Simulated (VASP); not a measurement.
# AlAu4 (C2) in VASP: single point with PBEsol

Aim: the single point of AlAu4 with PBEsol.

All numbers are computed with VASP 6.6.1; they aren't measurements. Logs are shortened: lines on timing, memory, paths and dates and some standing lists are left out, and cuts for length are marked.

## 1. The cell of the first run

Symmetry: C2, No. 5, monoclinic system. The conventional cell has a = 4.884 Å, b = 3.717 Å, c = 11.371 Å, α = 90.00°, β = 95.02°, γ = 90.00°. Al (site symmetry 2) has 8 Au at 2.57 to 3.54 Å and 6 Al at 3.07 to 3.72 Å within 3.8 Å. Au (site symmetry 1) has 4 Al at 2.57 to 3.54 Å and 10 Au at 3.07 to 3.79 Å within 3.8 Å. Au (site symmetry 1) has 13 Au at 3.07 to 3.90 Å within 4.0 Å.

## 2. Single point, PBEsol (strained and its atoms moved)

INCAR reads:

```
SYSTEM = AlAu4
PREC = Accurate
ENCUT = 520
EDIFF = 1E-7
ISMEAR = 0
SIGMA = 0.1
LREAL = .FALSE.
LASPH = .TRUE.
NELM = 60
ALGO = Fast
ISIF = 2
LWAVE = .FALSE.
LCHARG = .TRUE.
GGA = PS
LELF = .TRUE.
LVHAR = .TRUE.
NBANDS = 32
```

KPOINTS reads:

```
regular mesh
0
G
  12 12 4
  0 0 0
```

POSCAR reads:

```
AlAu4
1.0
    2.4418577350     -1.8586296590     -0.0023034792
    2.4418577350      1.8586296590     -0.0023034792
   -0.9843603151      0.0000000000     11.3281284125
Al Au
1 4
Direct
   -0.0651751811      0.0651751811      0.0000000000
    0.5591717275      0.6225367858      0.8414490803
    0.2814786379      0.1529383985      0.6107446866
    0.8470616015      0.7185213621      0.3892553134
    0.3774632142      0.4408282725      0.1585509197
```

Potentials or basis: VASP PAW PBE potentials, release 64 (Al, Au).

On the command line:

```sh
cat potpaw_PBE.64/Al/POTCAR potpaw_PBE.64/Au/POTCAR > POTCAR
mpirun -np 1 vasp_std > vasp.out
```

OUTCAR:

```text
SYSTEM = AlAu4
   PREC = Accurate
   ENCUT = 520
   EDIFF = 1E-7
   ISMEAR = 0
   LREAL = .FALSE.
   LASPH = .TRUE.
   NELM = 60
   ISIF = 2
   GGA = PS

 ion  position               nearest neighbor table
   1  0.935  0.065  0.000-   2 2.57   5 2.57   5 2.57   2 2.57   5 2.74   2 2.74
   2  0.559  0.623  0.841-   1 2.57   1 2.57   1 2.74   3 3.08   3 3.13   3 3.53
   3  0.281  0.153  0.611-   2 3.08   2 3.13   4 3.15   4 3.17   4 3.17   2 3.53
   4  0.847  0.719  0.389-   5 3.08   5 3.13   3 3.15   3 3.17   3 3.17   5 3.53
   5  0.377  0.441  0.159-   1 2.57   1 2.57   1 2.74   4 3.08   4 3.13   4 3.53

  LATTYP: Found a base centered monoclinic cell.
 ALAT       =     4.8837176429
 B/A-ratio  =     0.7611536108
 C/A-ratio  =     2.3283115286
 COS(beta)  =    -0.0875087623

  Lattice vectors:

 A1 = (   2.4418577350,  -1.8586296590,  -0.0023034792)
 A2 = (   2.4418577350,   1.8586296590,  -0.0023034792)
 A3 = (  -0.9843603151,   0.0000000000,  11.3281284125)

Analysis of symmetry for initial positions (statically):
=====================================================================
 Subroutine PRICEL returns:
 Original cell was already a primitive cell.

 Routine SETGRP: Setting up the symmetry group for a
 base centered monoclinic supercell.

 Subroutine GETGRP returns: Found  2 space group operations
 (whereof  2 operations were pure point group operations)
 out of a pool of  4 trial point group operations.

The static configuration has the point symmetry C_2 .

Analysis of symmetry for dynamics (positions and initial velocities):
=====================================================================
 Subroutine PRICEL returns:
 Original cell was already a primitive cell.

 Routine SETGRP: Setting up the symmetry group for a
 base centered monoclinic supercell.

 Subroutine GETGRP returns: Found  2 space group operations
 (whereof  2 operations were pure point group operations)
 out of a pool of  4 trial point group operations.

The dynamic configuration has the point symmetry C_2 .

 Subroutine INISYM returns: Found  2 space group operations
 (whereof  2 operations are pure point group operations),
 and found     1 'primitive' translations

----------------------------------------------------------------------------------------

                                     Primitive cell

  volume of cell :     102.8172

  direct lattice vectors                    reciprocal lattice vectors
     2.441857735 -1.858629659 -0.002303479     0.204778920 -0.269015399  0.017794311
     2.441857735  1.858629659 -0.002303479     0.204778920  0.269015399  0.017794311
    -0.984360315  0.000000000 11.328128412     0.000083280  0.000000000  0.088283072

  length of vectors
     3.068742204  3.068742204 11.370816090     0.338556241  0.338556241  0.088283111

  position of ions in fractional coordinates (direct lattice)
     0.934824819  0.065175181  1.000000000
     0.559171728  0.622536786  0.841449080
     0.281478638  0.152938398  0.610744687
     0.847061602  0.718521362  0.389255313
     0.377463214  0.440828272  0.158550920

  ion indices of the primitive-cell ions
   primitive index   ion index
                 1           1
                 2           2
                 3           3
                 4           4
                 5           5

----------------------------------------------------------------------------------------

 KPOINTS: regular mesh

Automatic generation of k-mesh.
 Grid dimensions read from file:
 generate k-points for:   12   12    4

 Generating k-lattice:

  Cartesian coordinates                     Fractional coordinates (reciprocal lattice)
     0.017064910 -0.022417950  0.001482859     0.083333333  0.000000000  0.000000000
     0.017064910  0.022417950  0.001482859     0.000000000  0.083333333  0.000000000
     0.000020820  0.000000000  0.022070768    -0.000000000 -0.000000000  0.250000000

  Length of vectors
     0.028213020  0.028213020  0.022070778

  Shift w.r.t. Gamma in fractional coordinates (k-lattice)
     0.000000000  0.000000000  0.000000000

 Subroutine IBZKPT returns following result:
 ===========================================

 Found    164 irreducible k-points:

 Following reciprocal coordinates:
            Coordinates               Weight
  0.000000  0.000000  0.000000      1.000000
  0.083333  0.000000  0.000000      4.000000
  0.166667  0.000000  0.000000      4.000000
  0.250000  0.000000  0.000000      4.000000
  0.333333  0.000000  0.000000      4.000000
  0.416667  0.000000  0.000000      4.000000
[... 16 lines left out ...]
  0.500000  0.166667  0.000000      4.000000
 -0.416667  0.166667 -0.000000      4.000000
 [... further k-points ...]
   k-points           NKPTS =    164   k-points in BZ     NKDIM =    164   number of bands    NBANDS=     32
   number of dos      NEDOS =    301   number of ions     NIONS =      5
   total plane-waves  NPLWV =  51840
   dimension x,y,z NGX =    24 NGY =   24 NGZ =   90
   dimension x,y,z NGXF=    48 NGYF=   48 NGZF=  180
   ions per type =               1   4
   NGX,Y,Z   is equivalent  to a cutoff of  13.00, 13.00, 13.16 a.u.
   NGXF,Y,Z  is equivalent  to a cutoff of  26.00, 26.00, 26.32 a.u.
 SYSTEM =  AlAu4
   PREC   = accura    normal or accurate (medium, high low for compatibility)
   ISTART =      0    job   : 0-new  1-cont  2-samecut
   ICHARG =      2    charge: 1-file 2-atom 10-const
   ISPIN  =      1    spin polarized calculation?
   LNONCOLLINEAR =      F non collinear calculations
   LSORBIT =      F    spin-orbit coupling
   LASPH  =      T    aspherical Exc in radial PAW
   ENCUT  =  520.0 eV  38.22 Ry    6.18 a.u.   5.71  5.71 21.14*2*pi/ulx,y,z
   NELM   =     60;   NELMIN=  2; NELMDL= -5     # of ELM steps
   EDIFF  = 0.1E-06   stopping-criterion for ELM
   LREAL  =      F    real-space projection
   EDIFFG = 0.1E-05   stopping-criterion for IOM
   NSW    =      0    number of steps for IOM
   IBRION =     -1    ionic relax: 0-MD 1-quasi-New 2-CG
   NFREE  =      0    steps in history (QN), initial steepest desc. (CG)
   ISIF   =      2    stress and relaxation
   ISYM   =      2    0-nonsym 1-usesym 2-fastsym
   POTIM  = 0.5000    time-step for ionic-motion
   TEBEG  =    0.0;   TEEND  =   0.0 temperature during run
   PSTRESS=    0.0 pullay stress
   NELECT =      47.0000    total number of electrons
   NUPDOWN=      -1.0000    fix difference up-down
   EMIN   =  10.00;   EMAX   =-10.00  energy-range for DOS
   EFERMI =   0.00;   METHOD = LEGACY
   ISMEAR =     0;   SIGMA  =   0.10  broadening in eV -4-tet -1-fermi 0-gaus
   EFERMI_NEDOS =   21; number of points for ismear=-14 and -15
   IALGO  =     68    algorithm
   IMIX   =      4    mixing-type and parameters
     AMIX     =   0.40;   BMIX     =  1.00
     AMIX_MAG =   1.60;   BMIX_MAG =  1.00
  volume/ion in A,a.u.               =      20.56       138.77
  Fermi-wavevector in a.u.,A,eV,Ry     =   1.261108  2.383148 21.638607  1.590393
  Thomas-Fermi vector in A             =   2.394584
   LORBIT       =      0    0 simple, 1 ext, 2 COOP (PROOUT), +10 PAW based schemes
   GGA     = PS    functional components
   LHFCALC =     F    Hartree Fock is set to
   AEXX    =    0.0000 exact exchange contribution
   IVDW    =     0    specifies the selected vdW correction
   LEPSILON=     F    determine dielectric tensor
   LRPA    =     F    only Hartree local field effects (RPA)
 non-spin polarized calculation
 RMM-DIIS sequential band-by-band and
 Gauss-broadening in eV      SIGMA  =   0.10
  energy-cutoff  :      520.00
  volume of cell :      102.82
 maximum number of plane-waves:      2789
   NGX = 11   NGY = 11   NGZ = 43

 number of electron      47.0000002 magnetization

 Free energy of the ion-electron system (eV)
  ---------------------------------------------------
  ext. energy  EPLUGINS =         0.00000000
  ---------------------------------------------------
  free energy    TOTEN  =       -19.23047676 eV

  energy without entropy =      -19.22416582  energy(sigma->0) =      -19.22732129

 E-fermi :   6.3299     XC(G=0): -11.2617

 val. band max:        6.3258837923   @ k =  -0.2500   0.1667   0.0000
 cond. band min:       6.3425552842   @ k =  -0.4167   0.2500  -0.0000
 fundamental gap:      0.0166714919
 Fermi energy:         6.3299390584

 k-point     1 :       0.0000    0.0000    0.0000
  band No.  band energies     occupation
      1      -3.3566      2.00000
      2      -0.9787      2.00000
      3      -0.2154      2.00000
      4       0.7567      2.00000
      5       0.9514      2.00000
      6       1.0311      2.00000
[... 24 lines left out ...]
     31      15.9811      0.00000
     32      18.1298      0.00000

 k-point     2 :       0.0833    0.0000    0.0000
  band No.  band energies     occupation
      1      -3.2384      2.00000
      2      -0.8374      2.00000
      3      -0.0952      2.00000
      4       0.8150      2.00000
      5       1.0255      2.00000
      6       1.0677      2.00000
[... 24 lines left out ...]
     31      16.2418      0.00000
     32      17.6961      0.00000

 k-point     3 :       0.1667    0.0000    0.0000
  band No.  band energies     occupation
      1      -2.8959      2.00000
      2      -0.4521      2.00000
      3       0.2204      2.00000
      4       0.9016      2.00000
      5       1.1628      2.00000
      6       1.2098      2.00000
[... 24 lines left out ...]
     31      15.4363      0.00000
     32      16.2849      0.00000

 k-point     4 :       0.2500    0.0000    0.0000
  band No.  band energies     occupation
      1      -2.3674      2.00000
      2       0.0081      2.00000
      3       0.5644      2.00000
      4       0.9445      2.00000
      5       1.1901      2.00000
      6       1.3735      2.00000
[... 654 lines left out ...]
     31      13.4976      0.00000
     32      14.2261      0.00000

 k-point    23 :       0.5000    0.1667    0.0000
  band No.  band energies     occupation
      1      -0.5719      2.00000
      2       0.3243      2.00000
      3       0.8527      2.00000
      4       1.1553      2.00000
      5       1.4603      2.00000
      6       1.5284      2.00000
[... 24 lines left out ...]
     31      12.0907      0.00000
     32      14.5360      0.00000

 k-point    24 :      -0.4167    0.1667   -0.0000
  band No.  band energies     occupation
      1      -0.5629      2.00000
      2       0.3179      2.00000
      3       0.8692      2.00000
      4       1.0893      2.00000
      5       1.4718      2.00000
      6       1.5736      2.00000
[... 24 lines left out ...]
     31      12.2919      0.00000
     32      14.0803      0.00000

 [... further k-points ...]

------------------------ aborting loop because EDIFF is reached ----------------------------------------

  FORCE on cell =-STRESS in cart. coord.  units (eV):
  Direction    XX          YY          ZZ          XY          YZ          ZX
  --------------------------------------------------------------------------------------
  -------------------------------------------------------------------------------------
  Total       -9.0691562     -8.2267249     -8.8233357      0.0000000      0.0000000     -0.7570547
  in kB     -141.3226210   -128.1952037   -137.4920557      0.0000000      0.0000000    -11.7970137
  external PRESSURE =    -135.6699601 kB  Pullay stress =       0.0000000 kB

 VOLUME and BASIS-vectors are now :
 -----------------------------------------------------------------------------
  energy-cutoff  :      520.00
  volume of cell :      102.82
      direct lattice vectors                 reciprocal lattice vectors
     2.441857735 -1.858629659 -0.002303479     0.204778920 -0.269015399  0.017794311
     2.441857735  1.858629659 -0.002303479     0.204778920  0.269015399  0.017794311
    -0.984360315  0.000000000 11.328128412     0.000083280  0.000000000  0.088283072

 POSITION                                       TOTAL-FORCE (eV/Angst)
 -----------------------------------------------------------------------------------
      2.44186     -1.61636     -0.00230         0.000000     -0.359870     -0.000000
      2.05727      0.11777      9.52932         0.049215      0.197612     -0.541443
      0.45959     -0.23891      6.91759        -0.010036     -0.017678     -0.142527
      3.43976     -0.23891      4.40593         0.010036     -0.017678      0.142527
      1.84208      0.11777      1.79420        -0.049215      0.197612      0.541443
 -----------------------------------------------------------------------------------
    total drift:                               -0.000000      0.000042      0.000000

  FREE ENERGIE OF THE ION-ELECTRON SYSTEM (eV)
  ---------------------------------------------------
  free  energy   TOTEN  =       -19.2304767602 eV

  energy  without entropy=      -19.2241658152  energy(sigma->0) =      -19.22732129
```

Wall time 5 min (1 thread of Intel Xeon Platinum 8488C (Sapphire Rapids), shared host); peak memory 0.53 GiB.

What came out:

```yaml
Free_energy: -19.2305 eV
Pressure: -13.6 GPa
Largest_force: 0.578 eV/Å
Band_gap_on_the_k_mesh: zero (an odd number of electrons rules out a gap without spin polarisation)
```

Forces on the atoms (eV/Å):
```
Al   0.000 -0.360  0.000
Au   0.049  0.198 -0.541
Au  -0.010 -0.018 -0.143
Au   0.010 -0.018  0.143
Au  -0.049  0.198  0.541
```

Stress tensor (GPa, compression positive):
```
-14.13   0.00  -1.18
  0.00 -12.82   0.00
 -1.18   0.00 -13.75
```

Caveat: the cell differs from its parent crystal (strained and its atoms moved); the cell stands under tension; the PAW data sets were made with another functional, which shifts forces and pressure a little; spin-orbit coupling is left out, which moves the levels of the heavy elements.
